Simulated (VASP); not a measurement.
# BP (CsCl type) (Pm-3m) in VASP: a series of runs

Runs on BP (CsCl type). Level: PBE. Tasks: density of states.

Everything below comes from runs of VASP 6.6.1. Logs are shortened: lines on timing, memory, paths and dates and some standing lists are left out, and cuts for length are marked.

### 1 The cell of the first run

It takes space group Pm-3m (No. 221, cubic). Conventional cell: a = 2.225 Å, b = 2.225 Å, c = 2.225 Å, α = 90.00°, β = 90.00°, γ = 90.00°. Within 2.6 Å of B (site symmetry m-3m) lie 8 P at 1.93 Å and 6 B at 2.23 Å. P (site symmetry m-3m) has 8 B at 1.93 Å and 6 P at 2.23 Å within 2.6 Å.

### 2 Density of states, PBE (volume scaled by 0.55)

File POSCAR:

```
BP
1.0
    2.2252002930      0.0000000000      0.0000000000
    0.0000000000      2.2252002930      0.0000000000
    0.0000000000      0.0000000000      2.2252002930
B P
1 1
Direct
    0.0000000000      0.0000000000      0.0000000000
    0.5000000000      0.5000000000      0.5000000000
```

File INCAR.step1:

```
  PREC = Accurate
  ENCUT = 520
  EDIFF = 1E-6
  ISMEAR = -1
  SIGMA = 0.1
  LREAL = False
  LASPH = True
  NELM = 100
  ALGO = Normal
  ISIF = 2
  LWAVE = False
  LCHARG = True
  GGA = PE
  NBANDS = 11
```

File KPOINTS.step1:

```
Automatic mesh
0
Gamma
  15 15 15
```

File INCAR.step2:

```
  PREC = Accurate
  ENCUT = 520
  EDIFF = 1E-6
  ISMEAR = -5
  SIGMA = 0.1
  LREAL = False
  LASPH = True
  NELM = 100
  ALGO = Normal
  ISIF = 2
  LWAVE = False
  LCHARG = False
  GGA = PE
  LORBIT = 11
  NBANDS = 11
  NEDOS = 2001
  ICHARG = 11
```

File KPOINTS.step2:

```
Automatic mesh
0
Gamma
  23 23 23
```

Potentials or basis: VASP PAW PBE potentials, release 64 (B, P).

The run is started by

```sh
cat potpaw_PBE.64/B/POTCAR potpaw_PBE.64/P/POTCAR > POTCAR
cp INCAR.step1 INCAR
cp KPOINTS.step1 KPOINTS
mpirun -np 1 vasp_std > vasp.out
cp INCAR.step2 INCAR
cp KPOINTS.step2 KPOINTS
mpirun -np 1 vasp_std > vasp.out
```

OUTCAR:

```text
PREC = Accurate
   ENCUT = 520
   EDIFF = 1E-6
   ISMEAR = -5
   LREAL = False
   LASPH = True
   NELM = 100
   ISIF = 2
   GGA = PE
   LORBIT = 11
   ICHARG = 11

 ion  position               nearest neighbor table
   1  0.000  0.000  0.000-   2 1.93   2 1.93   2 1.93   2 1.93   2 1.93   2 1.93   2 1.93   2 1.93

   2  0.500  0.500  0.500-   1 1.93   1 1.93   1 1.93   1 1.93   1 1.93   1 1.93   1 1.93   1 1.93

  LATTYP: Found a simple cubic cell.
 ALAT       =     2.2252002930

  Lattice vectors:

 A1 = (   2.2252002930,   0.0000000000,   0.0000000000)
 A2 = (   0.0000000000,   2.2252002930,   0.0000000000)
 A3 = (   0.0000000000,   0.0000000000,   2.2252002930)

Analysis of symmetry for initial positions (statically):
=====================================================================
 Subroutine PRICEL returns:
 Original cell was already a primitive cell.

 Routine SETGRP: Setting up the symmetry group for a
 simple cubic supercell.

 Subroutine GETGRP returns: Found 48 space group operations
 (whereof 48 operations were pure point group operations)
 out of a pool of 48 trial point group operations.

The static configuration has the point symmetry O_h .

Analysis of symmetry for dynamics (positions and initial velocities):
=====================================================================
 Subroutine PRICEL returns:
 Original cell was already a primitive cell.

 Routine SETGRP: Setting up the symmetry group for a
 simple cubic supercell.

 Subroutine GETGRP returns: Found 48 space group operations
 (whereof 48 operations were pure point group operations)
 out of a pool of 48 trial point group operations.

The dynamic configuration has the point symmetry O_h .

 Subroutine INISYM returns: Found 48 space group operations
 (whereof 48 operations are pure point group operations),
 and found     1 'primitive' translations

----------------------------------------------------------------------------------------

                                     Primitive cell

  volume of cell :      11.0181

  direct lattice vectors                    reciprocal lattice vectors
     2.225200293  0.000000000  0.000000000     0.449397748  0.000000000  0.000000000
     0.000000000  2.225200293  0.000000000     0.000000000  0.449397748  0.000000000
     0.000000000  0.000000000  2.225200293     0.000000000  0.000000000  0.449397748

  length of vectors
     2.225200293  2.225200293  2.225200293     0.449397748  0.449397748  0.449397748

  position of ions in fractional coordinates (direct lattice)
     0.000000000  0.000000000  0.000000000
     0.500000000  0.500000000  0.500000000

  ion indices of the primitive-cell ions
   primitive index   ion index
                 1           1
                 2           2

----------------------------------------------------------------------------------------

 KPOINTS: Automatic mesh

Automatic generation of k-mesh.
 Grid dimensions read from file:
 generate k-points for:   23   23   23

 Generating k-lattice:

  Cartesian coordinates                     Fractional coordinates (reciprocal lattice)
     0.019539033  0.000000000  0.000000000     0.043478261  0.000000000  0.000000000
     0.000000000  0.019539033  0.000000000     0.000000000  0.043478261  0.000000000
     0.000000000  0.000000000  0.019539033     0.000000000  0.000000000  0.043478261

  Length of vectors
     0.019539033  0.019539033  0.019539033

  Shift w.r.t. Gamma in fractional coordinates (k-lattice)
     0.000000000  0.000000000  0.000000000

 TETIRR: Found   6051 inequivalent tetrahedra from    73002

 Subroutine IBZKPT returns following result:
 ===========================================

 Found    364 irreducible k-points:

 Following reciprocal coordinates:
            Coordinates               Weight
  0.000000  0.000000  0.000000      1.000000
  0.043478  0.000000  0.000000      6.000000
  0.086957  0.000000  0.000000      6.000000
  0.130435  0.000000  0.000000      6.000000
  0.173913  0.000000  0.000000      6.000000
  0.217391  0.000000  0.000000      6.000000
[... 16 lines left out ...]
  0.478261  0.043478  0.000000     24.000000
  0.086957  0.086957  0.000000     12.000000
 [... further k-points ...]
   k-points           NKPTS =    364   k-points in BZ     NKDIM =    364   number of bands    NBANDS=     11
   number of dos      NEDOS =   2001   number of ions     NIONS =      2
   total plane-waves  NPLWV =   5832
   dimension x,y,z NGX =    18 NGY =   18 NGZ =   18
   dimension x,y,z NGXF=    36 NGYF=   36 NGZF=   36
   ions per type =               1   1
   NGX,Y,Z   is equivalent  to a cutoff of  13.45, 13.45, 13.45 a.u.
   NGXF,Y,Z  is equivalent  to a cutoff of  26.90, 26.90, 26.90 a.u.
 SYSTEM =  unknown system
   PREC   = accura    normal or accurate (medium, high low for compatibility)
   ISTART =      0    job   : 0-new  1-cont  2-samecut
   ICHARG =     11    charge: 1-file 2-atom 10-const
   ISPIN  =      1    spin polarized calculation?
   LNONCOLLINEAR =      F non collinear calculations
   LSORBIT =      F    spin-orbit coupling
   LASPH  =      T    aspherical Exc in radial PAW
   ENCUT  =  520.0 eV  38.22 Ry    6.18 a.u.   4.14  4.14  4.14*2*pi/ulx,y,z
   NELM   =    100;   NELMIN=  2; NELMDL=  0     # of ELM steps
   EDIFF  = 0.1E-05   stopping-criterion for ELM
   LREAL  =      F    real-space projection
   EDIFFG = 0.1E-04   stopping-criterion for IOM
   NSW    =      0    number of steps for IOM
   IBRION =     -1    ionic relax: 0-MD 1-quasi-New 2-CG
   NFREE  =      0    steps in history (QN), initial steepest desc. (CG)
   ISIF   =      2    stress and relaxation
   ISYM   =      2    0-nonsym 1-usesym 2-fastsym
   POTIM  = 0.5000    time-step for ionic-motion
   TEBEG  =    0.0;   TEEND  =   0.0 temperature during run
   PSTRESS=    0.0 pullay stress
   NELECT =       8.0000    total number of electrons
   NUPDOWN=      -1.0000    fix difference up-down
   EMIN   =  10.00;   EMAX   =-10.00  energy-range for DOS
   EFERMI =   0.00;   METHOD = LEGACY
   ISMEAR =    -5;   SIGMA  =   0.10  broadening in eV -4-tet -1-fermi 0-gaus
   EFERMI_NEDOS =   21; number of points for ismear=-14 and -15
   IALGO  =     38    algorithm
   IMIX   =      4    mixing-type and parameters
     AMIX     =   0.40;   BMIX     =  1.00
     AMIX_MAG =   1.60;   BMIX_MAG =  1.00
  volume/ion in A,a.u.               =       5.51        37.18
  Fermi-wavevector in a.u.,A,eV,Ry     =   1.471417  2.780575 29.457531  2.165067
  Thomas-Fermi vector in A             =   2.586555
   LORBIT       =     11    0 simple, 1 ext, 2 COOP (PROOUT), +10 PAW based schemes
   GGA     = PE    functional components
   LHFCALC =     F    Hartree Fock is set to
   AEXX    =    0.0000 exact exchange contribution
   IVDW    =     0    specifies the selected vdW correction
   LEPSILON=     F    determine dielectric tensor
   LRPA    =     F    only Hartree local field effects (RPA)
 non-spin polarized calculation
 Fermi weights with tetrahedron method with Bloechl corrections
  energy-cutoff  :      520.00
  volume of cell :       11.02
 maximum number of plane-waves:       305
 NGX is ok and might be reduce to    18

 number of electron       8.0000000 magnetization

 Free energy of the ion-electron system (eV)
  ---------------------------------------------------
  ext. energy  EPLUGINS =         0.00000000
  ---------------------------------------------------
  free energy    TOTEN  =        -4.81439698 eV

  energy without entropy =       -4.81439698  energy(sigma->0) =       -4.81439698

 E-fermi :  20.4481     XC(G=0): -14.8415

 val. band max:       20.5384996497   @ k =   0.3913   0.2174   0.1304
 cond. band min:      20.2878999834   @ k =   0.4348   0.2174   0.1739
 fundamental gap:     -0.2505996663
 Fermi energy:        20.4480669236

 k-point     1 :       0.0000    0.0000    0.0000
  band No.  band energies     occupation
      1      -4.7954      2.00000
      2      18.4916      2.00000
      3      18.4916      2.00000
      4      18.4916      2.00000
      5      22.2686      0.00000
      6      22.2686      0.00000
      7      32.3402      0.00000
      8      40.7624      0.00000
      9      40.7624      0.00000
     10      40.7624      0.00000
     11      44.1285      0.00000

 k-point     2 :       0.0435    0.0000    0.0000
  band No.  band energies     occupation
      1      -4.7455      2.00000
      2      17.6624      2.00000
      3      18.5385      2.00000
      4      18.5385      2.00000
      5      22.3202      0.00000
      6      23.1119      0.00000
      7      32.4072      0.00000
      8      40.2673      0.00000
      9      40.2673      0.00000
     10      40.6596      0.00000
     11      44.2256      0.00000

 k-point     3 :       0.0870    0.0000    0.0000
  band No.  band energies     occupation
      1      -4.5961      2.00000
      2      16.0717      2.00000
      3      18.6784      2.00000
      4      18.6784      2.00000
      5      22.4747      0.00000
      6      24.7247      0.00000
      7      32.6183      0.00000
      8      39.1098      0.00000
      9      39.1098      0.00000
     10      40.3821      0.00000
     11      44.4054      0.00000
[... 267 lines left out ...]
 k-point    23 :       0.4783    0.0435    0.0000
  band No.  band energies     occupation
      1       0.8602      2.00000
      2       2.8237      2.00000
      3      22.6538      0.00000
      4      23.0911      0.00000
      5      25.5043      0.00000
      6      27.4962      0.00000
      7      28.5227      0.00000
      8      32.8862      0.00000
      9      34.0779      0.00000
     10      34.4384      0.00000
     11      46.8737      0.00000

 k-point    24 :       0.0870    0.0870    0.0000
  band No.  band energies     occupation
      1      -4.3969      2.00000
      2      15.6765      2.00000
      3      16.9865      2.00000
      4      18.8653      2.00000
      5      23.8987      0.00000
      6      25.8341      0.00000
      7      32.7967      0.00000
      8      37.5131      0.00000
      9      38.4437      0.00000
     10      40.3215      0.00000
     11      42.4631      0.00000

 [... further k-points ...]

------------------------ aborting loop because EDIFF is reached ----------------------------------------

  FORCE on cell =-STRESS in cart. coord.  units (eV):
  Direction    XX          YY          ZZ          XY          YZ          ZX
  --------------------------------------------------------------------------------------
  -------------------------------------------------------------------------------------
  Total       17.8322978     17.8322978     17.8322978      0.0000000      0.0000000     -0.0000000
  in kB     2593.0480518   2593.0480518   2593.0480518      0.0000000      0.0000000     -0.0000000
  external PRESSURE =    2593.0480518 kB  Pullay stress =       0.0000000 kB

 VOLUME and BASIS-vectors are now :
 -----------------------------------------------------------------------------
  energy-cutoff  :      520.00
  volume of cell :       11.02
      direct lattice vectors                 reciprocal lattice vectors
     2.225200293  0.000000000  0.000000000     0.449397748  0.000000000  0.000000000
     0.000000000  2.225200293  0.000000000     0.000000000  0.449397748  0.000000000
     0.000000000  0.000000000  2.225200293     0.000000000  0.000000000  0.449397748

 POSITION                                       TOTAL-FORCE (eV/Angst)
 -----------------------------------------------------------------------------------
      0.00000      0.00000      0.00000         0.000000      0.000000      0.000000
      1.11260      1.11260      1.11260         0.000000      0.000000      0.000000
 -----------------------------------------------------------------------------------
    total drift:                               -0.000000      0.000000      0.000000

  FREE ENERGIE OF THE ION-ELECTRON SYSTEM (eV)
  ---------------------------------------------------
  free  energy   TOTEN  =        -4.8143969767 eV

  energy  without entropy=       -4.8143969767  energy(sigma->0) =       -4.81439698

 total charge

# of ion       s       p       d       tot
------------------------------------------
    1        0.809   1.530   0.000   2.339
    2        1.054   1.627   0.000   2.681
--------------------------------------------------
tot          1.863   3.157   0.000   5.020
```

It took 16 s on 1 thread of Intel Xeon 6975P-C (Granite Rapids), shared host; peak memory 0.16 GiB.

What came out:

```
Valence electrons inside the program's atomic spheres : B 2.34; P 2.68
```

Levels at points of the mesh, in eV from the Fermi level:
| k point | band 1 | band 2 | band 3 | band 4 | band 5 | band 6 | band 7 | band 8 |
| --- | --- | --- | --- | --- | --- | --- | --- | --- |
| (0.00, 0.00, 0.00) | -25.24 | -1.96 | -1.96 | -1.96 | 1.82 | 1.82 | 11.89 | 20.31 |

Caveat: the cell differs from its parent crystal (volume scaled by 0.55); tetrahedron occupations give inexact forces and stress in metals.

### 3 Density of states, PBE

This run uses another cell than the first one, of 10.02 Å³/atom, 1.818 times its volume.

File POSCAR:

```
BP
1.0
    2.7159069010      0.0000000000      0.0000000000
    0.0000000000      2.7159069010      0.0000000000
    0.0000000000      0.0000000000      2.7159069010
B P
1 1
Direct
    0.0000000000      0.0000000000      0.0000000000
    0.5000000000      0.5000000000      0.5000000000
```

File INCAR.step1:

```
ALGO     = Normal         # electronic algorithm
EDIFF    = 1E-6           # SCF threshold, eV
ENCUT    = 520            # plane-wave cutoff, eV
GGA      = PE             # functional
ISIF     = 2              # what is computed and relaxed
ISMEAR   = -1             # smearing method
LASPH    = True           # aspherical terms in the spheres
LCHARG   = True           # write CHGCAR
LREAL    = False          # projectors in reciprocal space
LWAVE    = False          # write WAVECAR
NBANDS   = 11             # bands
NELM     = 100            # most SCF steps
PREC     = Accurate       # precision mode
SIGMA    = 0.1            # smearing width, eV
```

File KPOINTS.step1:

```
k-points
0
Gamma
  15 15 15
```

File INCAR.step2:

```
ALGO     = Normal         # electronic algorithm
EDIFF    = 1E-6           # SCF threshold, eV
ENCUT    = 520            # plane-wave cutoff, eV
GGA      = PE             # functional
ICHARG   = 11             # starting density
ISIF     = 2              # what is computed and relaxed
ISMEAR   = -5             # smearing method
LASPH    = True           # aspherical terms in the spheres
LCHARG   = False          # write CHGCAR
LORBIT   = 11             # projections on sites
LREAL    = False          # projectors in reciprocal space
LWAVE    = False          # write WAVECAR
NEDOS    = 2001           # points of the DOS
NELM     = 100            # most SCF steps
PREC     = Accurate       # precision mode
SIGMA    = 0.1            # smearing width, eV
```

File KPOINTS.step2:

```
k-points
0
Gamma
  23 23 23
```

Potentials or basis: VASP PAW PBE potentials, release 64 (B, P).

The run is started by

```sh
cat potpaw_PBE.64/B/POTCAR potpaw_PBE.64/P/POTCAR > POTCAR
cp INCAR.step1 INCAR
cp KPOINTS.step1 KPOINTS
mpirun -np 1 vasp_std > vasp.out
cp INCAR.step2 INCAR
cp KPOINTS.step2 KPOINTS
mpirun -np 1 vasp_std > vasp.out
```

Run time: 18 s. Hardware: 1 thread of Intel Xeon 6975P-C (Granite Rapids), shared host; peak memory 0.17 GiB.

The run converged. Its results:

| Quantity | Value |
| --- | --- |
| Valence electrons inside the program's atomic spheres | B 1.58; P 2.33 |

Levels at points of the mesh, in eV from the Fermi level:
```
           k point  band 2  band 3  band 4  band 5  band 6  band 7
(0.00, 0.00, 0.00)   -1.10   -1.10   -1.10    2.17    4.38    4.38
```

Caveat: the bands computed are all filled at some k points, so no gap is given.
